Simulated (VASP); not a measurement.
A run of VASP 6.6.1:

INCAR

```
PREC = Accurate ; ENCUT = 520
EDIFF = 1E-6 ; ISMEAR = -1
SIGMA = 0.1 ; LREAL = False
LASPH = True ; NELM = 80
ALGO = Normal ; ISIF = 2
LWAVE = False ; LCHARG = True
GGA = PE ; LELF = True
LVHAR = True ; NBANDS = 14
```

Contents of KPOINTS:

```
Automatic mesh
0
Gamma
  7 7 9
```

The input POSCAR:

```
Sb
1.0
    4.3177455487      0.0000000000      0.0000000000
   -2.1588727744      3.7392773323      0.0000000000
    0.0000000000      0.0000000000      2.5664395529
Sb
3
Direct
    0.0000000000      0.0000000000      0.0000000000
    0.3333333333      0.6666666667      0.5000000000
    0.6666666667      0.3333333333      0.5000000000
```

Potentials or basis: VASP PAW PBE potentials, release 64 (Sb).

Command:

```bash
$ cat potpaw_PBE.64/Sb/POTCAR > POTCAR
$ mpirun -np 1 vasp_std > vasp.out
```

Hardware: 1 thread of Intel(R) Xeon(R) 6975P-C (Granite Rapids), with other jobs on the host.

Task: Estimate the wall time of this run.

Result: Wall time 10 s on 1 thread of Intel(R) Xeon(R) 6975P-C (Granite Rapids), with other jobs on the host, peak memory 0.15 GiB. Counts: scf iterations 13, k points 40.
